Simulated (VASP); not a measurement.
# ZnCd2Te3 (P1) in VASP: single point with PBEsol

Aim: the single point of ZnCd2Te3 with PBEsol.

Program: VASP 6.6.1. These are calculated values, not measurements. Logs are shortened: lines on timing, memory, paths and dates and some standing lists are left out, and cuts for length are marked.

**1. The cell of the first run**

The typed cell holds 6 atoms: a = 8.252 Å, b = 9.008 Å, c = 4.269 Å, α = 83.08°, β = 98.95°, γ = 144.86°.

**2. Single point, PBEsol**

INCAR

```
SYSTEM = ZnCd2Te3
ALGO     = Normal         ! electronic algorithm
EDIFF    = 1E-6           ! SCF threshold, eV
ENCUT    = 520            ! plane-wave cutoff, eV
GGA      = PS             ! functional
ISIF     = 2              ! what is computed and relaxed
ISMEAR   = -1             ! smearing method
LASPH    = .True.         ! aspherical terms in the spheres
LCHARG   = .True.         ! write CHGCAR
LELF     = .True.         ! ELF
LREAL    = .False.        ! projectors in reciprocal space
LVHAR    = .True.       
LWAVE    = .False.        ! write WAVECAR
NBANDS   = 36             ! bands
NELM     = 100            ! most SCF steps
PREC     = Accurate       ! precision mode
SIGMA    = 0.05           ! smearing width, eV
```

KPOINTS

```
k-points
0
Gamma
  4 4 4
  0 0 0
```

POSCAR

```
ZnCd2Te3
1.0
    2.0207789746     -7.9715334113     -0.6810857370
    3.2199312375      8.3940005026      0.5583792872
   -0.0864387148      0.3021642059      4.2571277875
Zn Cd Te
1 2 3
Direct
    0.2088902782      0.3724419844     -0.0447915192
    0.7217563575     -0.0418957050      0.6868726818
   -0.2297883488      0.3166982231      0.3875334627
    0.4077873530      0.1340290286     -0.1934572207
    0.2998752895      0.7200203877      0.1461004424
    0.5226881226      0.5167339611      0.5079658547
```

Potentials or basis: VASP PAW PBE potentials, release 64 (Zn, Cd, Te).

Command:

```bash
$ cat potpaw_PBE.64/Zn/POTCAR potpaw_PBE.64/Cd/POTCAR potpaw_PBE.64/Te/POTCAR > POTCAR
$ mpirun -np 1 vasp_std > vasp.out
```

OUTCAR:

```text
SYSTEM = ZnCd2Te3
   EDIFF = 1E-6
   ENCUT = 520
   GGA = PS
   ISIF = 2
   ISMEAR = -1
   LASPH = .True.
   LREAL = .False.
   NELM = 100
   PREC = Accurate

 ion  position               nearest neighbor table
   1  0.209  0.372  0.955-   2 2.54   6 2.70   6 2.73   5 2.76   2 3.25
   2  0.722  0.958  0.687-   1 2.54   5 2.92   6 2.96   3 3.05   5 3.08   1 3.25
   3  0.770  0.317  0.388-   4 2.79   5 2.81   4 2.90   2 3.05   5 3.31
   4  0.408  0.134  0.807-   3 2.79   6 2.89   3 2.90   5 3.24
   5  0.300  0.720  0.146-   1 2.76   3 2.81   2 2.92   2 3.08   4 3.24   3 3.31   6 3.61
   6  0.523  0.517  0.508-   1 2.70   1 2.73   4 2.89   2 2.96   5 3.61

  LATTYP: Found a triclinic cell.
 ALAT       =     5.2591424057
 B/A-ratio  =     1.2639291207
 C/A-ratio  =     1.5690456214
 COS(alpha) =     0.0332411505
 COS(beta)  =     0.1683545817
 COS(gamma) =     0.7669341888

  Lattice vectors:

 A1 = (   5.2407102121,   0.4224670913,  -0.1227064498)
 A2 = (   5.1542714973,   0.7246312972,   4.1344213377)
 A3 = (   2.0207789746,  -7.9715334113,  -0.6810857370)

Analysis of symmetry for initial positions (statically):
=====================================================================
 Subroutine PRICEL returns:
 Original cell was already a primitive cell.

 Routine SETGRP: Setting up the symmetry group for a
 triclinic supercell.

 Subroutine GETGRP returns: Found  1 space group operations
 (whereof  1 operations were pure point group operations)
 out of a pool of  2 trial point group operations.

The static configuration has the point symmetry C_1 .

Analysis of symmetry for dynamics (positions and initial velocities):
=====================================================================
 Subroutine PRICEL returns:
 Original cell was already a primitive cell.

 Routine SETGRP: Setting up the symmetry group for a
 triclinic supercell.

 Subroutine GETGRP returns: Found  1 space group operations
 (whereof  1 operations were pure point group operations)
 out of a pool of  2 trial point group operations.

The dynamic configuration has the point symmetry C_1 .

 Subroutine INISYM returns: Found  1 space group operations
 (whereof  1 operations are pure point group operations),
 and found     1 'primitive' translations

----------------------------------------------------------------------------------------

                                     Primitive cell

  volume of cell :     180.3692

  direct lattice vectors                    reciprocal lattice vectors
     2.020778975 -7.971533411 -0.681085737     0.197182267 -0.076265367  0.009416876
     3.219931237  8.394000503  0.558379287     0.187005509  0.047368628  0.000434897
    -0.086438715  0.302164206  4.257127787     0.007018353 -0.018414508  0.236349697

  length of vectors
     8.251834364  9.007718304  4.268713138     0.211626865  0.192911991  0.237169835

  position of ions in fractional coordinates (direct lattice)
     0.208890278  0.372441984  0.955208481
     0.721756357  0.958104295  0.686872682
     0.770211651  0.316698223  0.387533463
     0.407787353  0.134029029  0.806542779
     0.299875290  0.720020388  0.146100442
     0.522688123  0.516733961  0.507965855

  ion indices of the primitive-cell ions
   primitive index   ion index
                 1           1
                 2           2
                 3           3
                 4           4
                 5           5
                 6           6

----------------------------------------------------------------------------------------

 KPOINTS: k-points

Automatic generation of k-mesh.
 Grid dimensions read from file:
 generate k-points for:    4    4    4

 Generating k-lattice:

  Cartesian coordinates                     Fractional coordinates (reciprocal lattice)
     0.049295567 -0.019066342  0.002354219     0.250000000  0.000000000  0.000000000
     0.046751377  0.011842157  0.000108724    -0.000000000  0.250000000  0.000000000
     0.001754588 -0.004603627  0.059087424     0.000000000  0.000000000  0.250000000

  Length of vectors
     0.052906716  0.048227998  0.059292459

  Shift w.r.t. Gamma in fractional coordinates (k-lattice)
     0.000000000  0.000000000  0.000000000

 Subroutine IBZKPT returns following result:
 ===========================================

 Found     36 irreducible k-points:

 Following reciprocal coordinates:
            Coordinates               Weight
  0.000000  0.000000  0.000000      1.000000
  0.250000 -0.000000 -0.000000      2.000000
  0.500000 -0.000000 -0.000000      1.000000
 -0.000000  0.250000 -0.000000      2.000000
  0.250000  0.250000  0.000000      2.000000
  0.500000  0.250000 -0.000000      2.000000
[... 16 lines left out ...]
  0.000000 -0.250000  0.250000      2.000000
  0.250000 -0.250000  0.250000      2.000000
 [... further k-points ...]
   k-points           NKPTS =     36   k-points in BZ     NKDIM =     36   number of bands    NBANDS=     36
   number of dos      NEDOS =    301   number of ions     NIONS =      6
   total plane-waves  NPLWV = 143360
   dimension x,y,z NGX =    64 NGY =   70 NGZ =   32
   dimension x,y,z NGXF=   128 NGYF=  140 NGZF=   64
   ions per type =               1   2   3
   NGX,Y,Z   is equivalent  to a cutoff of  12.89, 12.92, 12.46 a.u.
   NGXF,Y,Z  is equivalent  to a cutoff of  25.79, 25.84, 24.92 a.u.
 SYSTEM =  ZnCd2Te3
   PREC   = accura    normal or accurate (medium, high low for compatibility)
   ISTART =      0    job   : 0-new  1-cont  2-samecut
   ICHARG =      2    charge: 1-file 2-atom 10-const
   ISPIN  =      1    spin polarized calculation?
   LNONCOLLINEAR =      F non collinear calculations
   LSORBIT =      F    spin-orbit coupling
   LASPH  =      T    aspherical Exc in radial PAW
   ENCUT  =  520.0 eV  38.22 Ry    6.18 a.u.  15.34 16.75  7.94*2*pi/ulx,y,z
   NELM   =    100;   NELMIN=  2; NELMDL= -5     # of ELM steps
   EDIFF  = 0.1E-05   stopping-criterion for ELM
   LREAL  =      F    real-space projection
   EDIFFG = 0.1E-04   stopping-criterion for IOM
   NSW    =      0    number of steps for IOM
   IBRION =     -1    ionic relax: 0-MD 1-quasi-New 2-CG
   NFREE  =      0    steps in history (QN), initial steepest desc. (CG)
   ISIF   =      2    stress and relaxation
   ISYM   =      2    0-nonsym 1-usesym 2-fastsym
   POTIM  = 0.5000    time-step for ionic-motion
   TEBEG  =    0.0;   TEEND  =   0.0 temperature during run
   PSTRESS=    0.0 pullay stress
   NELECT =      54.0000    total number of electrons
   NUPDOWN=      -1.0000    fix difference up-down
   EMIN   =  10.00;   EMAX   =-10.00  energy-range for DOS
   EFERMI =   0.00;   METHOD = LEGACY
   ISMEAR =    -1;   SIGMA  =   0.05  broadening in eV -4-tet -1-fermi 0-gaus
   EFERMI_NEDOS =   21; number of points for ismear=-14 and -15
   IALGO  =     38    algorithm
   IMIX   =      4    mixing-type and parameters
     AMIX     =   0.40;   BMIX     =  1.00
     AMIX_MAG =   1.60;   BMIX_MAG =  1.00
  volume/ion in A,a.u.               =      30.06       202.87
  Fermi-wavevector in a.u.,A,eV,Ry     =   1.095179  2.069589 16.319073  1.199418
  Thomas-Fermi vector in A             =   2.231498
   LORBIT       =      0    0 simple, 1 ext, 2 COOP (PROOUT), +10 PAW based schemes
   GGA     = PS    functional components
   LHFCALC =     F    Hartree Fock is set to
   AEXX    =    0.0000 exact exchange contribution
   IVDW    =     0    specifies the selected vdW correction
   LEPSILON=     F    determine dielectric tensor
   LRPA    =     F    only Hartree local field effects (RPA)
 non-spin polarized calculation
  energy-cutoff  :      520.00
  volume of cell :      180.37
 maximum number of plane-waves:      4882
 NGX is ok and might be reduce to    64
   NGX = 31   NGY = 33   NGZ = 15

 number of electron      54.0000014 magnetization

 Free energy of the ion-electron system (eV)
  ---------------------------------------------------
  ext. energy  EPLUGINS =         0.00000000
  ---------------------------------------------------
  free energy    TOTEN  =       -14.90345399 eV

  energy without entropy =      -14.89600551  energy(sigma->0) =      -14.89972975

 E-fermi :   3.7963     XC(G=0):  -9.3001

 val. band max:        3.7891966974   @ k =   0.5000   0.0000   0.5000
 cond. band min:       3.8407859602   @ k =   0.2500   0.2500   0.0000
 fundamental gap:      0.0515892628
 Fermi energy:         3.7962619526

 k-point     1 :       0.0000    0.0000    0.0000
  band No.  band energies     occupation
      1      -9.0219      2.00000
      2      -7.8624      2.00000
      3      -7.2007      2.00000
      4      -5.3890      2.00000
      5      -5.3232      2.00000
      6      -5.2543      2.00000
[... 28 lines left out ...]
     35       8.4372      0.00000
     36       9.2932      0.00000

 k-point     2 :       0.2500   -0.0000   -0.0000
  band No.  band energies     occupation
      1      -8.9015      2.00000
      2      -7.9007      2.00000
      3      -7.2305      2.00000
      4      -5.3660      2.00000
      5      -5.3149      2.00000
      6      -5.2552      2.00000
[... 28 lines left out ...]
     35       8.5444      0.00000
     36       8.7965      0.00000

 k-point     3 :       0.5000   -0.0000   -0.0000
  band No.  band energies     occupation
      1      -8.7648      2.00000
      2      -7.9259      2.00000
      3      -7.2934      2.00000
      4      -5.3614      2.00000
      5      -5.2973      2.00000
      6      -5.2503      2.00000
[... 28 lines left out ...]
     35       8.8005      0.00000
     36       8.8521      0.00000
[... 742 lines left out ...]
 k-point    23 :       0.0000   -0.2500    0.2500
  band No.  band energies     occupation
      1      -8.5653      2.00000
      2      -8.1314      2.00000
      3      -6.9464      2.00000
      4      -5.3889      2.00000
      5      -5.3112      2.00000
      6      -5.2265      2.00000
[... 28 lines left out ...]
     35       8.7432      0.00000
     36       9.2630      0.00000

 k-point    24 :       0.2500   -0.2500    0.2500
  band No.  band energies     occupation
      1      -8.6212      2.00000
      2      -8.2026      2.00000
      3      -6.8392      2.00000
      4      -5.3940      2.00000
      5      -5.3111      2.00000
      6      -5.2559      2.00000
[... 28 lines left out ...]
     35       8.6674      0.00000
     36       9.0150      0.00000

 [... further k-points ...]
[... 5 lines left out ...]
  --------------------------------------------------------------------------------------
  -------------------------------------------------------------------------------------
  Total        0.2033771      0.1778575      0.1738825     -0.0196593      0.0069847      0.0053229
  in kB        1.8065511      1.5798667      1.5445574     -0.1746286      0.0620434      0.0472820
  external PRESSURE =       1.6436584 kB  Pullay stress =       0.0000000 kB

 VOLUME and BASIS-vectors are now :
 -----------------------------------------------------------------------------
  energy-cutoff  :      520.00
  volume of cell :      180.37
      direct lattice vectors                 reciprocal lattice vectors
     2.020778975 -7.971533411 -0.681085737     0.197182267 -0.076265367  0.009416876
     3.219931237  8.394000503  0.558379287     0.187005509  0.047368628  0.000434897
    -0.086438715  0.302164206  4.257127787     0.007018353 -0.018414508  0.236349697

 POSITION                                       TOTAL-FORCE (eV/Angst)
 -----------------------------------------------------------------------------------
      1.53879      1.74973      4.13214         0.006950     -0.001193      0.008856
      4.48417      2.49637      2.96751        -0.002492     -0.000742      0.000796
      2.54268     -3.36430      1.30204         0.005370     -0.008954      0.001711
      1.18590     -1.88194      3.23066        -0.026529      0.007793      0.011048
      2.91177      3.69753      0.81977         0.006632      0.010034     -0.010345
      2.67618      0.32433      2.09501         0.010069     -0.006939     -0.012066
 -----------------------------------------------------------------------------------
    total drift:                               -0.000200      0.000462     -0.000078

  FREE ENERGIE OF THE ION-ELECTRON SYSTEM (eV)
  ---------------------------------------------------
  free  energy   TOTEN  =       -14.9034539918 eV

  energy  without entropy=      -14.8960055072  energy(sigma->0) =      -14.89972975
```

Run time: 5 min. Hardware: 1 thread of Intel Xeon 6975P-C, shared host; peak memory 0.51 GiB.

What came out:

| Quantity | Value |
| --- | --- |
| Free energy | -14.9035 eV |
| Pressure | 0.2 GPa |
| Largest force | 0.030 eV/Å |
| Band gap on the k mesh | zero (band 27 reaches 4.07 eV, above the bottom of band 28 at 3.64 eV) |

Forces in eV/Å, atoms in the order of the input:
```
Zn   0.007 -0.001  0.009
Cd  -0.002 -0.001  0.001
Cd   0.005 -0.009  0.002
Te  -0.027  0.008  0.011
Te   0.007  0.010 -0.010
Te   0.010 -0.007 -0.012
```

Caveat: the k points lie up to 0.37 Å⁻¹ apart; the PAW data sets were made with another functional, which shifts forces and pressure a little; spin-orbit coupling is left out, which moves the levels of the heavy elements.
